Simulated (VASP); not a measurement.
Write the native input for VASP 6.6.1 that does the following.

| Property | Result |
| --- | --- |
| Task | single point |
| Functional | PBEsol |
| Potentials or basis | VASP PAW PBE potentials, release 64 (Zr_sv, C) |
| Cutoff | 520 eV |
| k mesh | 15 × 15 × 15 |
| Occupations | fermi-dirac, width 0.05 eV |
| Spin | no spin polarisation |
| Dipole correction | no |
| Further INCAR settings | ALGO = Normal; EDIFF = 1e-06; NBANDS = 15 |

The structure of ZrC lies in POSCAR:

```
ZrC
1.0
    0.0000000000      2.2797037000      2.3502100000
    2.2797037000      0.0000000000      2.3502100000
    2.2797037000      2.2797037000      0.0000000000
Zr C
1 1
Direct
    0.5000000000      0.5000000000      0.5000000000
    0.0000000000      0.0000000000      0.0000000000
```

This cell differs from its parent crystal: equal xx and yy strain of -3 %.

These files were run (other wordings do the same):

INCAR

```
ALGO = Normal ; EDIFF = 1E-6
ENCUT = 520 ; GGA = PS
ISIF = 2 ; ISMEAR = -1
LASPH = True ; LCHARG = False
LREAL = False ; LWAVE = False
NBANDS = 15 ; NELM = 80
PREC = Accurate ; SIGMA = 0.05
```

KPOINTS

```
k-points
0
Gamma
  15 15 15
```

Potentials or basis: VASP PAW PBE potentials, release 64 (Zr_sv, C).

Launch:

```console
$ cat potpaw_PBE.64/Zr_sv/POTCAR potpaw_PBE.64/C/POTCAR > POTCAR
$ mpirun -np 1 vasp_std > vasp.out
```

It gave:

The pressure is 11.3 GPa. The band gap on the k mesh is zero (bands 8 and 9 overlap by 1.42 eV).

Caveat: the cell differs from its parent crystal (equal xx and yy strain of -3 %); the cell stands under pressure; the PAW data sets were made with another functional, which shifts forces and pressure a little.

It took 87 s on 1 thread of Intel Xeon 8259CL, with other jobs on the host, peak memory 0.22 GiB.
